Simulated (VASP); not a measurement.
Here is a VASP 6.6.1 calculation.

INCAR

```
PREC     = Accurate       # precision mode
ENCUT    = 520            # plane-wave cutoff, eV
EDIFF    = 1E-7           # SCF threshold, eV
ISMEAR   = 0              # smearing method
SIGMA    = 0.1            # smearing width, eV
LREAL    = False          # projectors in reciprocal space
LASPH    = True           # aspherical terms in the spheres
NELM     = 80             # most SCF steps
ALGO     = Normal         # electronic algorithm
ISIF     = 2              # what is computed and relaxed
LWAVE    = False          # write WAVECAR
LCHARG   = False          # write CHGCAR
GGA      = PS             # functional
NBANDS   = 36             # bands
```

The input KPOINTS:

```
regular mesh
0
Gamma
  10 10 10
```

Contents of POSCAR:

```
TiO
1.0
    3.9927631273      0.0000000000      0.0000000000
    0.0000000000      3.9927631273      0.0000000000
    0.0000000000      0.0000000000      3.9927631273
Ti O
3 3
Direct
    0.5000000000      0.5000000000      0.0000000000
    0.0000000000      0.5000000000      0.5000000000
    0.5000000000      0.0000000000      0.5000000000
    0.0000000000      0.5000000000      0.0000000000
    0.5000000000      0.0000000000      0.0000000000
    0.0000000000      0.0000000000      0.5000000000
```

Potentials or basis: VASP PAW PBE potentials, release 64 (Ti_sv, O).

Command:

```console
$ cat potpaw_PBE.64/Ti_sv/POTCAR potpaw_PBE.64/O/POTCAR > POTCAR
$ mpirun -np 1 vasp_std > vasp.out
```

What does it give for the band gap on the k mesh?

Zero (band 27 reaches 9.16 eV, above the bottom of band 28 at 7.06 eV).

What does it give for the pressure?

7.8 GPa.

Caveat: the PAW data sets were made with another functional, which shifts forces and pressure a little; semilocal functionals often make such compounds metallic where correlation or magnetic order opens a gap, which also shifts bond lengths.
